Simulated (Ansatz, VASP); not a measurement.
## Ge in VASP and in Ansatz

Contents of INCAR:

```
SYSTEM = Ge
  ALGO = Normal
  EDIFF = 1E-6
  ENCUT = 520
  GGA = PS
  ISIF = 2
  ISMEAR = 0
  LASPH = .True.
  LCHARG = .True.
  LELF = .True.
  LREAL = .False.
  LVHAR = .True.
  LWAVE = .False.
  NBANDS = 21
  NELM = 60
  PREC = Accurate
  SIGMA = 0.15
```

Contents of KPOINTS:

```
k-points
0
Gamma
  18 18 18
  0 0 0
```

The input POSCAR:

```
Ge
1.0
    0.0000000000      2.7527443047      2.7953125156
    2.7527443047      0.0000000000      2.7953125156
    2.7527443047      2.7527443047      0.0000000000
Ge
2
Direct
    0.5000000000      0.5000000000      0.5000000000
    0.7500000000      0.7500000000      0.7500000000
```

Input for Ansatz:

```yaml
crystal:
  lattice:
    - [0.0, 2.7527443047, 2.7953125156]
    - [2.7527443047, 0.0, 2.7953125156]
    - [2.7527443047, 2.7527443047, 0.0]
  atoms:
    - { symbol: Ge, position: [0.5, 0.5, 0.5] }
    - { symbol: Ge, position: [0.75, 0.75, 0.75] }
basis:
  ecutwfc: 420
kpoints:
  mp_grid: { grid: [18, 18, 18] }
hamiltonian:
  xc: pbesol
scf:
  occupations: { method: gaussian, width: 0.15 }
output:
  forces: true
  stress: true
  eigenvalues: true
  write_density: true
  write_potential: true
  elf: true
  volumetric_format: npy
```

Change from the starting cell: strain -0.030 along x and y, -0.015 along z, atoms carried along.

Alike in both runs: task single point; functional PBEsol; k mesh 18 × 18 × 18; occupations gaussian, width 0.15 eV; no spin polarisation.

```csv
,VASP,Ansatz
version,VASP 6.6.1,Ansatz 0.2.0
potentials or method,"VASP PAW PBE potentials, release 64 (Ge_d), cutoff 520 eV","scalar-relativistic, plane waves, PAW"
valence electrons in the cell,28,28
```

VASP gave:

```
gap on the k mesh at the Fermi level (eV)                     : 0.29
least direct gap on the mesh (eV)                             : 0.57
pressure (GPa)                                                : 6.0
traceless stress, the component that is largest in VASP (GPa) : -0.79
```

Estimate Ansatz's values.

gap on the k mesh at the Fermi level (eV): 0.28; least direct gap on the mesh (eV): 0.56; pressure (GPa): 6.1; traceless stress, the component that is largest in VASP (GPa): -0.79.

VASP's potentials were made for PBE, not for PBEsol.
